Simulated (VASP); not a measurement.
Al13V3:

```xyz
16
Lattice="-3.9948 3.9948 -3.9948 3.9948 3.9948 3.9948 3.9948 -3.9948 -3.9948" Properties=species:S:1:pos:R:3 pbc="T T T"
Al    2.0135   -1.9932   -4.0044
Al    3.9317   -1.9736   -1.9833
Al    3.9909    3.9957    0.0073
Al    1.9714    1.9958   -4.0014
Al    3.9860    1.9488   -1.9774
Al   -0.0055    3.9576   -4.0247
Al    1.9990    5.9804   -0.0144
Al    0.0263    2.0052   -1.9642
Al    1.9930    3.9702   -2.0035
Al    3.9841    3.9737   -4.0037
Al    3.9832    1.9960    1.9699
Al   -1.9430    4.0271   -1.9988
Al    5.9645    0.0069   -2.0224
V     2.0175   -0.0017   -2.0292
V     1.9754    1.9930   -0.0145
V     0.0158    3.9855   -0.0025
```

| Quantity | Value |
| --- | --- |
| Program | VASP 6.6.1 |
| Task | relaxation of cell and atoms |
| Functional | PBE |
| Potentials or basis | VASP PAW PBE potentials, release 64 (Al, V_sv) |
| Cutoff | 600 eV |
| k mesh | 2 × 2 × 2, shifted |
| Occupations | gaussian, width 0.1 eV |
| Spin | no spin polarisation |

At the start: pressure -2.9 GPa; volume 15.94 Å³/atom.

**Question.** How do energy, volume and symmetry change on relaxing?

**Answer.** Over 12 steps the energy falls by 28.7 meV/atom and the volume is 15.59 Å³/atom (-2.2 %); space group P1 (No. 1, to 0.1 Å) before, R32 (No. 155, to 0.1 Å).

The path:
```tsv
step	energy change (eV)	largest force (eV/Å)	pressure (GPa)	volume (Å³)
1	0.0000	0.8340	-2.86	255.00
2	-0.2723	0.5371	1.46	244.63
3	-0.2773	0.4834	2.24	243.03
4	-0.4073	0.2202	0.91	246.59
5	-0.4305	0.2663	0.17	248.94
6	-0.4467	0.1473	-0.24	249.82
7	-0.4493	0.1175	-0.45	250.31
8	-0.4552	0.0862	0.25	248.67
9	-0.4552	0.0856	0.27	248.64
10	-0.4588	0.0405	0.09	249.11
11	-0.4591	0.0401	0.02	249.29
12	-0.4597	0.0262	-0.04	249.43
```

Final structure:
```xyz
16
Lattice="-3.9636 3.9644 -3.9634 3.9626 3.9663 3.9665 3.9666 -3.9673 -3.9696" Properties=species:S:1:pos:R:3 pbc="T T T"
Al    2.0001   -1.8835   -3.9186
Al    3.9612   -1.9724   -2.0101
Al    3.9601    3.8990    0.0549
Al    2.0397    1.8752   -3.9549
Al    3.9442    1.9581   -1.9888
Al    3.8569    0.0488   -0.0262
Al    1.9167    5.9422   -0.0671
Al    0.0143    1.9766   -1.9718
Al    1.9192    3.9400   -1.8840
Al    0.0990    0.0119   -0.0646
Al    3.9636    1.9777    1.9736
Al   -1.9210    4.0238   -1.9860
Al    1.9602    3.9000    1.8759
V     2.0230    0.0377   -1.9913
V     1.9352    1.9756   -0.0491
V     3.9643   -0.0495   -3.9309
```

Caveat: the k points lie up to 0.56 Å⁻¹ apart in the final cell.
